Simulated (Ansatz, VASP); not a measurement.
**MoS2 in VASP and in Ansatz**

```
Mo S
1.0
     3.28384    0.00000    0.00000
    -1.64192    2.84389    0.00000
     0.00000    0.00000   10.95292
Mo S
2 4
Direct
  0.33333 0.66667 0.25000
  0.66667 0.33333 0.75000
  0.33333 0.66667 0.62599
  0.66667 0.33333 0.12599
  0.33333 0.66667 0.87401
  0.66667 0.33333 0.37401
```

Alike in both runs: task single point; functional PBEsol; k mesh 12 × 12 × 4; no spin polarisation.

```csv
,VASP,Ansatz
version,VASP 6.6.1,Ansatz 0.2.0
potentials or method,"VASP PAW PBE potentials, release 64 (Mo_sv, S), cutoff 520 eV","scalar-relativistic, plane waves, PAW"
occupations,"methfessel-paxton of order 1, width 0.2 eV","cold, width 0.2 eV"
valence electrons in the cell,52,52
```

VASP gave:

```
gap on the k mesh at the Fermi level (eV)                     : none
pressure (GPa)                                                : 10.3
traceless stress, the component that is largest in VASP (GPa) : 19.41
rms of the force components (eV/Å)                            : 1.413
```

Problem. What did Ansatz give for the same quantities?

Solution. gap on the k mesh at the Fermi level (eV): none; pressure (GPa): 10.4; traceless stress, the component that is largest in VASP (GPa): 19.52; rms of the force components (eV/Å): 1.426.

VASP's potentials were made for PBE, not for PBEsol. Atom by atom the forces differ by 0.013 eV/Å (rms over components). A gap of «none» marks a metal or a gap that the smearing closes.
